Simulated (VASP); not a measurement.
# NbInS4 (F-43m) in VASP: single point with PBE

Aim: the single point of NbInS4 with PBE.

Everything below comes from runs of VASP 6.6.1. Logs are shortened: lines on timing, memory, paths and dates and some standing lists are left out, and cuts for length are marked.

## (1) The cell of the first run

Symmetry: F-43m, No. 216, cubic system. The conventional cell has a = 7.611 Å, b = 7.611 Å, c = 7.611 Å, α = 90.00°, β = 90.00°, γ = 90.00°. Within 4.1 Å of Nb (site symmetry -43m) lie 12 S at 3.15 Å and 4 In at 3.30 Å. Within 4.2 Å of In (site symmetry -43m) lie 12 S at 3.16 Å and 4 Nb at 3.30 Å. S (site symmetry 3m) has 6 S at 2.66 to 2.73 Å and 3 Nb at 3.15 Å and 3 In at 3.16 Å within 3.5 Å.

## (2) Single point, PBE, collinear spin, ferromagnetic start

INCAR

```
SYSTEM = NbInS4
ALGO = Normal ; EDIFF = 1E-7
ENCUT = 520 ; GGA = PE
ISIF = 2 ; ISMEAR = 0
ISPIN = 2 ; LASPH = .True.
LCHARG = .False. ; LMAXMIX = 4
LORBIT = 11 ; LREAL = .False.
LWAVE = .False. ; MAGMOM = 1.85 0 0 0 0 0
NBANDS = 38 ; NELM = 150
PREC = Accurate ; SIGMA = 0.1
```

KPOINTS

```
k-points
0
Gamma
  8 8 8
  0 0 0
```

POSCAR

```
NbInS4
1.0
    0.0000000000      3.8054389037      3.8054389037
    3.8054389037      0.0000000000      3.8054389037
    3.8054389037      3.8054389037      0.0000000000
Nb In S
1 1 4
Direct
    0.2500000000      0.2500000000      0.2500000000
    0.0000000000      0.0000000000      0.0000000000
    0.6233704808      0.6233704808      0.1298885577
    0.6233704808      0.1298885577      0.6233704808
    0.1298885577      0.6233704808      0.6233704808
    0.6233704808      0.6233704808      0.6233704808
```

Potentials or basis: VASP PAW PBE potentials, release 64 (Nb_sv, In_d, S).

Started as:

```sh
$ cat potpaw_PBE.64/Nb_sv/POTCAR potpaw_PBE.64/In_d/POTCAR potpaw_PBE.64/S/POTCAR > POTCAR
$ mpirun -np 1 vasp_std > vasp.out
```

OUTCAR:

```text
SYSTEM = NbInS4
   EDIFF = 1E-7
   ENCUT = 520
   GGA = PE
   ISIF = 2
   ISMEAR = 0
   ISPIN = 2
   LASPH = .True.
   LORBIT = 11
   LREAL = .False.
   NELM = 150
   PREC = Accurate

 ion  position               nearest neighbor table
   1  0.250  0.250  0.250-   2 3.30   2 3.30   2 3.30   2 3.30
   2  0.000  0.000  0.000-   3 3.16   4 3.16   5 3.16   6 3.16   6 3.16   6 3.16   4 3.16   5 3.16
                             3 3.16   3 3.16   5 3.16   4 3.16   1 3.30   1 3.30   1 3.30   1 3.30
   3  0.623  0.623  0.130-   4 2.66   5 2.66   6 2.66   4 2.73   5 2.73   6 2.73   2 3.16   2 3.16
                             2 3.16
   4  0.623  0.130  0.623-   3 2.66   5 2.66   6 2.66   5 2.73   3 2.73   6 2.73   2 3.16   2 3.16
                             2 3.16
   5  0.130  0.623  0.623-   3 2.66   4 2.66   6 2.66   4 2.73   3 2.73   6 2.73   2 3.16   2 3.16
                             2 3.16
   6  0.623  0.623  0.623-   3 2.66   4 2.66   5 2.66   5 2.73   4 2.73   3 2.73   2 3.16   2 3.16
                             2 3.16

  LATTYP: Found a face centered cubic cell.
 ALAT       =     7.6108778074

  Lattice vectors:

 A1 = (   0.0000000000,   3.8054389037,   3.8054389037)
 A2 = (   3.8054389037,   0.0000000000,   3.8054389037)
 A3 = (   3.8054389037,   3.8054389037,   0.0000000000)

Analysis of symmetry for initial positions (statically):
[... 5 lines left out ...]
 face centered cubic supercell.

 Subroutine GETGRP returns: Found 24 space group operations
 (whereof 24 operations were pure point group operations)
 out of a pool of 48 trial point group operations.

The static configuration has the point symmetry T_d .

Analysis of symmetry for dynamics (positions and initial velocities):
[... 5 lines left out ...]
 face centered cubic supercell.

 Subroutine GETGRP returns: Found 24 space group operations
 (whereof 24 operations were pure point group operations)
 out of a pool of 48 trial point group operations.

The dynamic configuration has the point symmetry T_d .

Analysis of structural, dynamic, and magnetic symmetry:
=====================================================================
 Subroutine PRICEL returns:
 Original cell was already a primitive cell.

 Routine SETGRP: Setting up the symmetry group for a
 face centered cubic supercell.

 Subroutine GETGRP returns: Found 24 space group operations
 (whereof 24 operations were pure point group operations)
 out of a pool of 48 trial point group operations.

The overall configuration has the point symmetry T_d .

 Subroutine INISYM returns: Found 24 space group operations
 (whereof 24 operations are pure point group operations),
 and found     1 'primitive' translations

----------------------------------------------------------------------------------------

                                     Primitive cell

  volume of cell :     110.2159

  direct lattice vectors                    reciprocal lattice vectors
     0.000000000  3.805438904  3.805438904    -0.131390889  0.131390889  0.131390889
     3.805438904  0.000000000  3.805438904     0.131390889 -0.131390889  0.131390889
     3.805438904  3.805438904  0.000000000     0.131390889  0.131390889 -0.131390889

  length of vectors
     5.381703308  5.381703308  5.381703308     0.227575695  0.227575695  0.227575695

  position of ions in fractional coordinates (direct lattice)
     0.250000000  0.250000000  0.250000000
     0.000000000  0.000000000  0.000000000
     0.623370481  0.623370481  0.129888558
     0.623370481  0.129888558  0.623370481
     0.129888558  0.623370481  0.623370481
     0.623370481  0.623370481  0.623370481

  ion indices of the primitive-cell ions
   primitive index   ion index
                 1           1
                 2           2
                 3           3
                 4           4
                 5           5
                 6           6

----------------------------------------------------------------------------------------

 KPOINTS: k-points

Automatic generation of k-mesh.
 Grid dimensions read from file:
 generate k-points for:    8    8    8

 Generating k-lattice:

[... 19 lines left out ...]
  0.125000  0.000000  0.000000      8.000000
  0.250000  0.000000  0.000000      8.000000
  0.375000  0.000000  0.000000      8.000000
  0.500000  0.000000  0.000000      4.000000
  0.125000  0.125000  0.000000      6.000000
[... 16 lines left out ...]
  0.500000  0.250000  0.125000     48.000000
 -0.375000  0.250000  0.125000     24.000000
 [... further k-points ...]
   k-points           NKPTS =     29   k-points in BZ     NKDIM =     29   number of bands    NBANDS=     38
   number of dos      NEDOS =    301   number of ions     NIONS =      6
   total plane-waves  NPLWV =  64000
   dimension x,y,z NGX =    40 NGY =   40 NGZ =   40
   dimension x,y,z NGXF=    80 NGYF=   80 NGZF=   80
   ions per type =               1   1   4
   NGX,Y,Z   is equivalent  to a cutoff of  12.36, 12.36, 12.36 a.u.
   NGXF,Y,Z  is equivalent  to a cutoff of  24.71, 24.71, 24.71 a.u.
 SYSTEM =  NbInS4
   PREC   = accura    normal or accurate (medium, high low for compatibility)
   ISTART =      0    job   : 0-new  1-cont  2-samecut
   ICHARG =      2    charge: 1-file 2-atom 10-const
   ISPIN  =      2    spin polarized calculation?
   LNONCOLLINEAR =      F non collinear calculations
   LSORBIT =      F    spin-orbit coupling
   LASPH  =      T    aspherical Exc in radial PAW
   ENCUT  =  520.0 eV  38.22 Ry    6.18 a.u.  10.01 10.01 10.01*2*pi/ulx,y,z
   NELM   =    150;   NELMIN=  2; NELMDL= -5     # of ELM steps
   EDIFF  = 0.1E-06   stopping-criterion for ELM
   LREAL  =      F    real-space projection
   EDIFFG = 0.1E-05   stopping-criterion for IOM
   NSW    =      0    number of steps for IOM
   IBRION =     -1    ionic relax: 0-MD 1-quasi-New 2-CG
   NFREE  =      0    steps in history (QN), initial steepest desc. (CG)
   ISIF   =      2    stress and relaxation
   ISYM   =      2    0-nonsym 1-usesym 2-fastsym
   POTIM  = 0.5000    time-step for ionic-motion
   TEBEG  =    0.0;   TEEND  =   0.0 temperature during run
   PSTRESS=    0.0 pullay stress
   NELECT =      50.0000    total number of electrons
   NUPDOWN=      -1.0000    fix difference up-down
   EMIN   =  10.00;   EMAX   =-10.00  energy-range for DOS
   EFERMI =   0.00;   METHOD = LEGACY
   ISMEAR =     0;   SIGMA  =   0.10  broadening in eV -4-tet -1-fermi 0-gaus
   EFERMI_NEDOS =   21; number of points for ismear=-14 and -15
   IALGO  =     38    algorithm
   IMIX   =      4    mixing-type and parameters
     AMIX     =   0.40;   BMIX     =  1.00
     AMIX_MAG =   1.60;   BMIX_MAG =  1.00
  volume/ion in A,a.u.               =      18.37       123.96
  Fermi-wavevector in a.u.,A,eV,Ry     =   1.257911  2.377108 21.529060  1.582341
  Thomas-Fermi vector in A             =   2.391547
   LORBIT       =     11    0 simple, 1 ext, 2 COOP (PROOUT), +10 PAW based schemes
   GGA     = PE    functional components
   LHFCALC =     F    Hartree Fock is set to
   AEXX    =    0.0000 exact exchange contribution
   IVDW    =     0    specifies the selected vdW correction
   LEPSILON=     F    determine dielectric tensor
   LRPA    =     F    only Hartree local field effects (RPA)
 spin polarized calculation
 Gauss-broadening in eV      SIGMA  =   0.10
  energy-cutoff  :      520.00
  volume of cell :      110.22
 maximum number of plane-waves:      2996
   NGX = 21   NGY = 21   NGZ = 21

 number of electron      49.9999995 magnetization       2.4087184

 Free energy of the ion-electron system (eV)
  ---------------------------------------------------
  ext. energy  EPLUGINS =         0.00000000
  ---------------------------------------------------
  free energy    TOTEN  =       -24.25256401 eV

  energy without entropy =      -24.22531655  energy(sigma->0) =      -24.23894028

 E-fermi :   8.5445     XC(G=0): -11.0105

 val. band max:        8.5388157532   @ k =  -0.2500   0.1250   0.0000
 cond. band min:       8.5489838177   @ k =   0.1250   0.1250   0.0000
 fundamental gap:      0.0101680645
 Fermi energy:         8.5444756536

 spin component 1

 k-point     1 :       0.0000    0.0000    0.0000
  band No.  band energies     occupation
      1     -47.7959      1.00000
      2     -23.9041      1.00000
      3     -23.9041      1.00000
      4     -23.9041      1.00000
      5      -7.8709      1.00000
      6      -6.0489      1.00000
[... 949 lines left out ...]
     36      15.1536      0.00000
     37      15.4308      0.00000

 [... further k-points ...]

 spin component 2

 k-point     1 :       0.0000    0.0000    0.0000
  band No.  band energies     occupation
      1     -46.6814      1.00000
      2     -22.6292      1.00000
      3     -22.6292      1.00000
      4     -22.6292      1.00000
      5      -7.8255      1.00000
      6      -6.0337      1.00000
[... 949 lines left out ...]
     36      15.6438      0.00000
     37      15.7788      0.00000

 [... further k-points ...]

 [bands above 37 left out]

------------------------ aborting loop because EDIFF is reached ----------------------------------------

  FORCE on cell =-STRESS in cart. coord.  units (eV):
  Direction    XX          YY          ZZ          XY          YZ          ZX
  --------------------------------------------------------------------------------------
  -------------------------------------------------------------------------------------
  Total       -0.0574984     -0.0574984     -0.0574984      0.0000000      0.0000000      0.0000000
  in kB       -0.8358384     -0.8358384     -0.8358384      0.0000000      0.0000000      0.0000000
  external PRESSURE =      -0.8358384 kB  Pullay stress =       0.0000000 kB

 VOLUME and BASIS-vectors are now :
 -----------------------------------------------------------------------------
  energy-cutoff  :      520.00
  volume of cell :      110.22
      direct lattice vectors                 reciprocal lattice vectors
     0.000000000  3.805438904  3.805438904    -0.131390889  0.131390889  0.131390889
     3.805438904  0.000000000  3.805438904     0.131390889 -0.131390889  0.131390889
     3.805438904  3.805438904  0.000000000     0.131390889  0.131390889 -0.131390889

 POSITION                                       TOTAL-FORCE (eV/Angst)
 -----------------------------------------------------------------------------------
      1.90272      1.90272      1.90272         0.000000     -0.000000     -0.000000
      0.00000      0.00000      0.00000         0.000000      0.000000     -0.000000
      2.86648      2.86648      4.74440         0.002002      0.002002     -0.002002
      2.86648      4.74440      2.86648         0.002002     -0.002002      0.002002
      4.74440      2.86648      2.86648        -0.002002      0.002002      0.002002
      4.74440      4.74440      4.74440        -0.002002     -0.002002     -0.002002
 -----------------------------------------------------------------------------------
    total drift:                               -0.000001     -0.000001     -0.000001

  FREE ENERGIE OF THE ION-ELECTRON SYSTEM (eV)
  ---------------------------------------------------
  free  energy   TOTEN  =       -24.2525640133 eV

  energy  without entropy=      -24.2253165536  energy(sigma->0) =      -24.23894028

 total charge

# of ion       s       p       d       tot
------------------------------------------
    1        2.088   5.918   2.449  10.455
    2        1.033   0.384   9.874  11.291
    3        1.432   2.108   0.000   3.540
    4        1.432   2.108   0.000   3.540
    5        1.432   2.108   0.000   3.540
    6        1.432   2.108   0.000   3.540
--------------------------------------------------
tot          8.847  14.735  12.323  35.905

 magnetization (x)

# of ion       s       p       d       tot
------------------------------------------
    1        0.026   0.015   1.589   1.630
    2       -0.031   0.059   0.010   0.039
    3        0.006  -0.003   0.000   0.003
    4        0.006  -0.003   0.000   0.003
    5        0.006  -0.003   0.000   0.003
    6        0.006  -0.003   0.000   0.003
--------------------------------------------------
tot          0.019   0.062   1.599   1.679
```

Run time: 5.2 min. Hardware: 1 thread of Intel Xeon Platinum 8259CL at 2.50GHz (Skylake/Cascade Lake), shared host; peak memory 0.4 GiB.

What came out:

```
Free energy                                           : -24.2526 eV
Pressure                                              : -0.1 GPa
Largest force                                         : 0.003 eV/Å
Net moment                                            : 2.41 μB per cell
Site moments                                          : Nb +1.63; In +0.04; S +0.00 μB
Valence electrons inside the program's atomic spheres : Nb 10.46; In 11.29; S 3.54
```

Forces on the atoms (eV/Å):
```
Nb   0.000  0.000  0.000
In   0.000  0.000  0.000
S    0.002  0.002 -0.002
S    0.002 -0.002  0.002
S   -0.002  0.002  0.002
S   -0.002 -0.002 -0.002
```

Levels at points of the mesh, in eV from the Fermi level:
Spin up:
```csv
k point,band 24,band 25,band 26,band 27,band 28,band 29
"(0.00, 0.00, 0.00)",0.65,0.65,0.65,0.82,0.82,1.50
"(0.50, 0.00, 0.00)",-0.35,-0.35,0.27,0.39,0.39,0.72
"(0.50, 0.50, 0.00)",-0.90,-0.90,-0.72,-0.51,0.15,1.18
```
Spin down:
```csv
k point,band 21,band 22,band 23,band 24,band 25,band 26,band 27,band 28
"(0.00, 0.00, 0.00)",0.18,0.18,0.18,0.61,0.61,0.61,1.95,1.95
"(0.50, 0.00, 0.00)",-2.85,-2.80,-2.34,0.68,0.70,0.70,1.28,1.57
"(0.50, 0.50, 0.00)",-2.96,-2.96,-2.72,-0.64,0.29,0.29,0.57,1.56
```

Caveat: spin-orbit coupling is left out, which moves the levels of the heavy elements.
